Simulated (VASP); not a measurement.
Write the native input for VASP 6.6.1 that does the following.

- Task: single point
- Functional: PBEsol
- Potentials or basis: VASP PAW PBE potentials, release 64 (Ta_pv, N)
- Cutoff: 520 eV
- k mesh: 18 × 18 × 16
- Occupations: gaussian, width 0.15 eV
- Spin: no spin polarisation
- Dipole correction: no
- Further INCAR settings: ALGO = Normal; EDIFF = 1e-07; NBANDS = 15

The structure of TaN lies in POSCAR:

```
TaN
1.0
    2.9240351141      0.0000000000      0.0000000000
   -1.4620175570      2.5322886904      0.0000000000
    0.0000000000      0.0000000000      3.0143000000
Ta N
1 1
Direct
    0.3333333333      0.6666666667      0.5000000000
    0.0000000000      0.0000000000      0.0000000000
```

One way to write it, as run:

INCAR

```
SYSTEM = TaN
  ALGO = Normal
  EDIFF = 1E-7
  ENCUT = 520
  GGA = PS
  ISIF = 2
  ISMEAR = 0
  LASPH = .True.
  LCHARG = .False.
  LREAL = .False.
  LWAVE = .False.
  NBANDS = 15
  NELM = 80
  PREC = Accurate
  SIGMA = 0.15
```

KPOINTS

```
k-points
0
Gamma
  18 18 16
  0 0 0
```

Potentials or basis: VASP PAW PBE potentials, release 64 (Ta_pv, N).

The run is started by

```console
$ cat potpaw_PBE.64/Ta_pv/POTCAR potpaw_PBE.64/N/POTCAR > POTCAR
$ mpirun -np 1 vasp_std > vasp.out
```

Results of the run:

The pressure is -16.0 GPa and the band gap on the k mesh is zero (band 8 reaches 7.95 eV, above the bottom of band 9 at 7.56 eV).

Caveat: the PAW data sets were made with another functional, which shifts forces and pressure a little; spin-orbit coupling is left out, which moves the levels of the heavy elements.

Run time: 30 s on 1 thread of Intel(R) Xeon(R) 6975P-C (Granite Rapids), on a shared host, peak memory 0.23 GiB.
